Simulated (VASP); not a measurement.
# BP (F-43m) in VASP: further runs

Aim: see how the results for BP move with the level of theory and the settings. Levels: PBEsol+D3(BJ), LDA. Tasks: single point.

Program: VASP 6.6.1. These are calculated values, not measurements. Logs are shortened: lines on timing, memory, paths and dates and some standing lists are left out, and cuts for length are marked.

## Step 1: The cell of the first run

Symmetry: F-43m, No. 216, cubic system. Conventional cell: a = 4.458 Å, b = 4.458 Å, c = 4.458 Å, α = 90.00°, β = 90.00°, γ = 90.00°. Within 2.6 Å of B (site symmetry -43m) lie 4 P at 1.93 Å. Within 2.6 Å of P (site symmetry -43m) lie 4 B at 1.93 Å.

## Step 2: Single point, PBEsol+D3(BJ) (volume scaled by 0.98)

The input, INCAR:

```
  PREC = Accurate
  ENCUT = 520
  EDIFF = 1E-7
  ISMEAR = 0
  SIGMA = 0.05
  LREAL = False
  LASPH = True
  NELM = 80
  ALGO = Normal
  ISIF = 2
  LWAVE = False
  LCHARG = False
  GGA = PS
  IVDW = 12
  NBANDS = 11
```

The input, KPOINTS:

```
regular mesh
0
Gamma
  8 8 8
```

The input, POSCAR:

```
BP
1.0
    0.0000000000      2.2292323349      2.2292323349
    2.2292323349      0.0000000000      2.2292323349
    2.2292323349      2.2292323349      0.0000000000
B P
1 1
Direct
    0.0000000000      0.0000000000      0.0000000000
    0.7500000000      0.7500000000      0.7500000000
```

Potentials or basis: VASP PAW PBE potentials, release 64 (B, P).

Launch:

```console
$ cat potpaw_PBE.64/B/POTCAR potpaw_PBE.64/P/POTCAR > POTCAR
$ mpirun -np 1 vasp_std > vasp.out
```

OUTCAR:

```text
PREC = Accurate
   ENCUT = 520
   EDIFF = 1E-7
   ISMEAR = 0
   LREAL = False
   LASPH = True
   NELM = 80
   ISIF = 2
   GGA = PS
   IVDW = 12
 IVDW          = 12

 ion  position               nearest neighbor table
   1  0.000  0.000  0.000-   2 1.93   2 1.93   2 1.93   2 1.93
   2  0.750  0.750  0.750-   1 1.93   1 1.93   1 1.93   1 1.93

  LATTYP: Found a face centered cubic cell.
 ALAT       =     4.4584646698

  Lattice vectors:

 A1 = (   0.0000000000,   2.2292323349,   2.2292323349)
 A2 = (   2.2292323349,   0.0000000000,   2.2292323349)
 A3 = (   2.2292323349,   2.2292323349,   0.0000000000)

Analysis of symmetry for initial positions (statically):
=====================================================================
 Subroutine PRICEL returns:
 Original cell was already a primitive cell.

 Routine SETGRP: Setting up the symmetry group for a
 face centered cubic supercell.

 Subroutine GETGRP returns: Found 24 space group operations
 (whereof 24 operations were pure point group operations)
 out of a pool of 48 trial point group operations.

The static configuration has the point symmetry T_d .

Analysis of symmetry for dynamics (positions and initial velocities):
=====================================================================
 Subroutine PRICEL returns:
 Original cell was already a primitive cell.

 Routine SETGRP: Setting up the symmetry group for a
 face centered cubic supercell.

 Subroutine GETGRP returns: Found 24 space group operations
 (whereof 24 operations were pure point group operations)
 out of a pool of 48 trial point group operations.

The dynamic configuration has the point symmetry T_d .

 Subroutine INISYM returns: Found 24 space group operations
 (whereof 24 operations are pure point group operations),
 and found     1 'primitive' translations

----------------------------------------------------------------------------------------

                                     Primitive cell

  volume of cell :      22.1562

  direct lattice vectors                    reciprocal lattice vectors
     0.000000000  2.229232335  2.229232335    -0.224292458  0.224292458  0.224292458
     2.229232335  0.000000000  2.229232335     0.224292458 -0.224292458  0.224292458
     2.229232335  2.229232335  0.000000000     0.224292458  0.224292458 -0.224292458

  length of vectors
     3.152610602  3.152610602  3.152610602     0.388485933  0.388485933  0.388485933

  position of ions in fractional coordinates (direct lattice)
     0.000000000  0.000000000  0.000000000
     0.750000000  0.750000000  0.750000000

  ion indices of the primitive-cell ions
   primitive index   ion index
                 1           1
                 2           2

----------------------------------------------------------------------------------------

 KPOINTS: regular mesh

Automatic generation of k-mesh.
 Grid dimensions read from file:
 generate k-points for:    8    8    8

 Generating k-lattice:

  Cartesian coordinates                     Fractional coordinates (reciprocal lattice)
    -0.028036557  0.028036557  0.028036557     0.125000000  0.000000000  0.000000000
     0.028036557 -0.028036557  0.028036557     0.000000000  0.125000000  0.000000000
     0.028036557  0.028036557 -0.028036557     0.000000000  0.000000000  0.125000000

  Length of vectors
     0.048560742  0.048560742  0.048560742

  Shift w.r.t. Gamma in fractional coordinates (k-lattice)
     0.000000000  0.000000000  0.000000000

 Subroutine IBZKPT returns following result:
 ===========================================

 Found     29 irreducible k-points:

 Following reciprocal coordinates:
            Coordinates               Weight
  0.000000  0.000000  0.000000      1.000000
  0.125000  0.000000  0.000000      8.000000
  0.250000  0.000000  0.000000      8.000000
  0.375000  0.000000  0.000000      8.000000
  0.500000  0.000000  0.000000      4.000000
  0.125000  0.125000  0.000000      6.000000
[... 16 lines left out ...]
  0.500000  0.250000  0.125000     48.000000
 -0.375000  0.250000  0.125000     24.000000
 [... further k-points ...]
   k-points           NKPTS =     29   k-points in BZ     NKDIM =     29   number of bands    NBANDS=     11
   number of dos      NEDOS =    301   number of ions     NIONS =      2
   total plane-waves  NPLWV =  13824
   dimension x,y,z NGX =    24 NGY =   24 NGZ =   24
   dimension x,y,z NGXF=    48 NGYF=   48 NGZF=   48
   ions per type =               1   1
   NGX,Y,Z   is equivalent  to a cutoff of  12.66, 12.66, 12.66 a.u.
   NGXF,Y,Z  is equivalent  to a cutoff of  25.31, 25.31, 25.31 a.u.
 SYSTEM =  unknown system
   PREC   = accura    normal or accurate (medium, high low for compatibility)
   ISTART =      0    job   : 0-new  1-cont  2-samecut
   ICHARG =      2    charge: 1-file 2-atom 10-const
   ISPIN  =      1    spin polarized calculation?
   LNONCOLLINEAR =      F non collinear calculations
   LSORBIT =      F    spin-orbit coupling
   LASPH  =      T    aspherical Exc in radial PAW
   ENCUT  =  520.0 eV  38.22 Ry    6.18 a.u.   5.86  5.86  5.86*2*pi/ulx,y,z
   NELM   =     80;   NELMIN=  2; NELMDL= -5     # of ELM steps
   EDIFF  = 0.1E-06   stopping-criterion for ELM
   LREAL  =      F    real-space projection
   EDIFFG = 0.1E-05   stopping-criterion for IOM
   NSW    =      0    number of steps for IOM
   IBRION =     -1    ionic relax: 0-MD 1-quasi-New 2-CG
   NFREE  =      0    steps in history (QN), initial steepest desc. (CG)
   ISIF   =      2    stress and relaxation
   ISYM   =      2    0-nonsym 1-usesym 2-fastsym
   POTIM  = 0.5000    time-step for ionic-motion
   TEBEG  =    0.0;   TEEND  =   0.0 temperature during run
   PSTRESS=    0.0 pullay stress
   NELECT =       8.0000    total number of electrons
   NUPDOWN=      -1.0000    fix difference up-down
   EMIN   =  10.00;   EMAX   =-10.00  energy-range for DOS
   EFERMI =   0.00;   METHOD = LEGACY
   ISMEAR =     0;   SIGMA  =   0.05  broadening in eV -4-tet -1-fermi 0-gaus
   EFERMI_NEDOS =   21; number of points for ismear=-14 and -15
   IALGO  =     38    algorithm
   IMIX   =      4    mixing-type and parameters
     AMIX     =   0.40;   BMIX     =  1.00
     AMIX_MAG =   1.60;   BMIX_MAG =  1.00
  volume/ion in A,a.u.               =      11.08        74.76
  Fermi-wavevector in a.u.,A,eV,Ry     =   1.165752  2.202952 18.490014  1.358978
  Thomas-Fermi vector in A             =   2.302274
   LORBIT       =      0    0 simple, 1 ext, 2 COOP (PROOUT), +10 PAW based schemes
   GGA     = PS    functional components
   LHFCALC =     F    Hartree Fock is set to
   AEXX    =    0.0000 exact exchange contribution
   IVDW    =    12    specifies the selected vdW correction
   LEPSILON=     F    determine dielectric tensor
   LRPA    =     F    only Hartree local field effects (RPA)
 non-spin polarized calculation
 Gauss-broadening in eV      SIGMA  =   0.05
  energy-cutoff  :      520.00
  volume of cell :       22.16
 maximum number of plane-waves:       609
   NGX = 11   NGY = 11   NGZ = 11

 number of electron       8.0000001 magnetization

 Free energy of the ion-electron system (eV)
  ---------------------------------------------------
  ext. energy  EPLUGINS =         0.00000000
  ---------------------------------------------------
  free energy    TOTEN  =       -13.64912729 eV

  energy without entropy =      -13.64912729  energy(sigma->0) =      -13.64912729

 E-fermi :   8.3581     XC(G=0): -11.2701

 val. band max:        8.0447519969   @ k =   0.0000   0.0000   0.0000
 cond. band min:       9.1455450127   @ k =   0.3750   0.3750   0.0000
 fundamental gap:      1.1007930158
 Fermi energy:         8.3581478298

 k-point     1 :       0.0000    0.0000    0.0000
  band No.  band energies     occupation
      1      -7.9348      2.00000
      2       8.0448      2.00000
      3       8.0448      2.00000
      4       8.0448      2.00000
      5      11.4853      0.00000
      6      11.4853      0.00000
      7      11.4853      0.00000
      8      16.2028      0.00000
      9      19.6629      0.00000
     10      20.3248      0.00000
     11      20.3248      0.00000

 k-point     2 :       0.1250    0.0000    0.0000
  band No.  band energies     occupation
      1      -7.6404      2.00000
      2       6.1172      2.00000
      3       7.5924      2.00000
      4       7.5924      2.00000
      5      12.0934      0.00000
      6      12.1091      0.00000
      7      12.1091      0.00000
      8      16.8905      0.00000
      9      19.3289      0.00000
     10      19.3289      0.00000
     11      20.5537      0.00000

 k-point     3 :       0.2500    0.0000    0.0000
  band No.  band energies     occupation
      1      -6.7742      2.00000
      2       3.0022      2.00000
      3       6.8743      2.00000
      4       6.8743      2.00000
      5      12.2575      0.00000
      6      12.8790      0.00000
      7      12.8790      0.00000
      8      18.0337      0.00000
      9      19.0680      0.00000
     10      19.0680      0.00000
     11      21.3305      0.00000

 k-point     4 :       0.3750    0.0000    0.0000
  band No.  band energies     occupation
      1      -5.4339      2.00000
      2       0.1418      2.00000
      3       6.3821      2.00000
      4       6.3821      2.00000
      5      12.1541      0.00000
      6      12.8663      0.00000
      7      12.8663      0.00000
      8      18.2655      0.00000
      9      20.8610      0.00000
     10      20.8610      0.00000
     11      22.2670      0.00000
[... 239 lines left out ...]
 k-point    22 :       0.3750    0.2500    0.1250
  band No.  band energies     occupation
      1      -6.0138      2.00000
      2       2.9934      2.00000
      3       4.0193      2.00000
      4       5.9754      2.00000
      5      11.4882      0.00000
      6      14.0323      0.00000
      7      14.4501      0.00000
      8      15.8106      0.00000
      9      19.9448      0.00000
     10      22.2452      0.00000
     11      24.2078      0.00000

 k-point    23 :       0.5000    0.2500    0.1250
  band No.  band energies     occupation
      1      -4.7037      2.00000
      2       0.6797      2.00000
      3       3.3836      2.00000
      4       5.1401      2.00000
      5      12.0973      0.00000
      6      13.6091      0.00000
      7      15.5473      0.00000
      8      16.6264      0.00000
      9      20.7773      0.00000
     10      21.7456      0.00000
     11      25.4797      0.00000

 k-point    24 :      -0.3750    0.2500    0.1250
  band No.  band energies     occupation
      1      -3.6831      2.00000
      2      -0.7934      2.00000
      3       3.3227      2.00000
      4       4.7368      2.00000
      5      12.1447      0.00000
      6      13.3642      0.00000
      7      16.6626      0.00000
      8      18.1020      0.00000
      9      18.6608      0.00000
     10      22.7807      0.00000
     11      25.1457      0.00000

 [... further k-points ...]

------------------------ aborting loop because EDIFF is reached ----------------------------------------

 Edisp (eV)   -0.52892

 E8    (eV) :    -0.3051

  FORCE on cell =-STRESS in cart. coord.  units (eV):
  Direction    XX          YY          ZZ          XY          YZ          ZX
  --------------------------------------------------------------------------------------
  -------------------------------------------------------------------------------------
  Total       0.52536     0.52536     0.52536     0.00000     0.00000     0.00000
  in kB      37.99053    37.99053    37.99053     0.00000     0.00000     0.00000
  external pressure =       37.99 kB  Pullay stress =        0.00 kB

 VOLUME and BASIS-vectors are now :
 -----------------------------------------------------------------------------
  energy-cutoff  :      520.00
  volume of cell :       22.16
      direct lattice vectors                 reciprocal lattice vectors
     0.000000000  2.229232335  2.229232335    -0.224292458  0.224292458  0.224292458
     2.229232335  0.000000000  2.229232335     0.224292458 -0.224292458  0.224292458
     2.229232335  2.229232335  0.000000000     0.224292458  0.224292458 -0.224292458

 POSITION                                       TOTAL-FORCE (eV/Angst)
 -----------------------------------------------------------------------------------
      0.00000      0.00000      0.00000         0.000000      0.000000      0.000000
      3.34385      3.34385      3.34385        -0.000000     -0.000000     -0.000000
 -----------------------------------------------------------------------------------
    total drift:                               -0.000000     -0.000000     -0.000000

  FREE ENERGIE OF THE ION-ELECTRON SYSTEM (eV)
  ---------------------------------------------------
  free  energy   TOTEN  =       -14.1780508924 eV

  energy  without entropy=      -14.1780508924  energy(sigma->0) =      -14.17805089
```

It took 10 s on 1 thread of AMD EPYC 7R43 (Zen 3), shared host; peak memory 0.11 GiB.

Results:

| Item | Value |
| --- | --- |
| Free energy | -14.1781 eV |
| Pressure | 3.8 GPa |
| Band gap on the k mesh | 1.10 eV, indirect (least direct gap 3.44 eV) |
| Dispersion energy per atom | -0.264 eV |

Caveat: the PAW data sets were made with another functional, which shifts forces and pressure a little. A k mesh can miss the band edges.

## Step 3: Single point, PBEsol+D3(BJ) (volume scaled by 0.96)

The input, INCAR:

```
PREC = Accurate
ENCUT = 520
EDIFF = 1E-6
ISMEAR = 0
SIGMA = 0.05
LREAL = F
LASPH = T
NELM = 80
ALGO = Normal
ISIF = 2
LWAVE = F
LCHARG = F
GGA = PS
IVDW = 12
NBANDS = 11
```

KPOINTS is that of step 2.

The input, POSCAR:

```
BP
1.0
    0.0000000000      2.2139631411      2.2139631411
    2.2139631411      0.0000000000      2.2139631411
    2.2139631411      2.2139631411      0.0000000000
B P
1 1
Direct
    0.0000000000      0.0000000000      0.0000000000
    0.7500000000      0.7500000000      0.7500000000
```

Potentials or basis: VASP PAW PBE potentials, release 64 (B, P).

Launch:

```console
$ cat potpaw_PBE.64/B/POTCAR potpaw_PBE.64/P/POTCAR > POTCAR
$ mpirun -np 1 vasp_std > vasp.out
```

It took 10 s on 1 thread of AMD EPYC 7R43 (Zen 3), shared host; peak memory 0.11 GiB.

It converged, with:

| Quantity | Value |
| --- | --- |
| Free energy | -14.1615 eV |
| Pressure | 7.8 GPa |
| Band gap on the k mesh | 1.08 eV, indirect (least direct gap 3.48 eV) |
| Dispersion energy per atom | -0.270 eV |

Levels at points of the mesh, in eV from the valence-band top:
```csv
k point,band 2,band 3,band 4,band 5,band 6,band 7
"(0.00, 0.00, 0.00)",0.00,0.00,0.00,3.48,3.48,3.48
"(0.50, 0.00, 0.00)",-9.64,-1.85,-1.85,4.18,4.70,4.70
"(0.50, 0.50, 0.00)",-8.99,-4.41,-4.41,1.08,1.45,12.79
```

Caveat: the PAW data sets were made with another functional, which shifts forces and pressure a little. A k mesh can miss the band edges.

(Part 1 of 2 ends here.)
